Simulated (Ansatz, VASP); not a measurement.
**WS in VASP and in Ansatz**

POSCAR

```
WS
1.0
    0.0000000000      2.7299472644      2.7299472644
    2.7299472644      0.0000000000      2.7299472644
    2.7299472644      2.7299472644      0.0000000000
W S
1 1
Direct
    0.0000000000      0.0000000000      0.0000000000
    0.5000000000      0.5000000000      0.5000000000
```

Contents of INCAR.step1:

```
PREC = Accurate
ENCUT = 520
ISMEAR = 0
SIGMA = 0.1
LREAL = False
LASPH = True
NELM = 150
ISPIN = 2
MAGMOM = 1 0
LMAXMIX = 4
LDAU = True
LDAUTYPE = 2
LDAUL = 2 -1
LDAUU = 6.2 0
LDAUJ = 0 0
NBANDS = 21
GGA = PE
ALGO = Normal
EDIFF = 1E-4
LWAVE = True
LCHARG = False
```

File INCAR.step2:

```
PREC = Accurate
ENCUT = 520
EDIFF = 1E-7
ISMEAR = 0
SIGMA = 0.1
LREAL = False
LASPH = True
NELM = 150
ALGO = Normal
ISIF = 2
LWAVE = False
LCHARG = True
ISPIN = 2
MAGMOM = 1 0
LORBIT = 11
LMAXMIX = 4
LDAU = True
LDAUTYPE = 2
LDAUL = 2 -1
LDAUU = 6.2 0
LDAUJ = 0 0
LDAUPRINT = 1
METAGGA = R2SCAN
LMIXTAU = True
LELF = True
LVHAR = True
NBANDS = 21
ISTART = 1
```

The input KPOINTS:

```
Automatic mesh
0
Gamma
  14 14 14
```

Input for Ansatz:

```yaml
crystal:
  lattice:
    - [0.0, 2.7299472644, 2.7299472644]
    - [2.7299472644, 0.0, 2.7299472644]
    - [2.7299472644, 2.7299472644, 0.0]
  atoms:
    - { symbol: W, position: [0.0, 0.0, 0.0], spin: 1.0 }
    - { symbol: S, position: [0.5, 0.5, 0.5] }
basis:
  ecutwfc: 500
kpoints:
  mp_grid: { grid: [14, 14, 14] }
hamiltonian:
  xc: r2scan
  hubbard: { sites: [{ species: W, l: d, u_eff: 6.2 }] }
scf:
  occupations: { method: gaussian, width: 0.1 }
output:
  forces: true
  stress: true
  eigenvalues: true
  populations: true
magnetization:
  spin_polarized: true
```

Alike in both runs: task single point; functional r2SCAN; k mesh 14 × 14 × 14; occupations gaussian, width 0.1 eV; collinear spin; Hubbard terms W d U = 6.2 eV.

|  | VASP | Ansatz |
| --- | --- | --- |
| version | VASP 6.6.1 | Ansatz 0.2.0 |
| potentials or method | VASP PAW PBE potentials, release 64 (W_sv, S), cutoff 520 eV | scalar-relativistic, plane waves, PAW |
| valence electrons in the cell | 20 | 20 |

VASP gave:

| Item | Value |
| --- | --- |
| gap on the k mesh at the Fermi level (eV) | none |
| pressure (GPa) | -3.8 |
| net moment per atom (μB) | 1.91 |
| size of the moment on the site where the two differ most (μB) | 3.15 |

Estimate Ansatz's values.

gap on the k mesh at the Fermi level (eV): none; pressure (GPa): 0.0; net moment per atom (μB): 2.00; size of the moment on the site where the two differ most (μB): 3.01.

VASP's potentials were made for PBE, not for r2SCAN. Site moments also hang on the region over which each program counts them. The programs project onto different local orbitals, so the same U acts differently, and such runs can settle in different states. A gap of «none» marks a metal or a gap that the smearing closes. Ansatz's warnings: filled band counts differ across k points, stability check not made.

Neither program's run includes spin-orbit coupling.
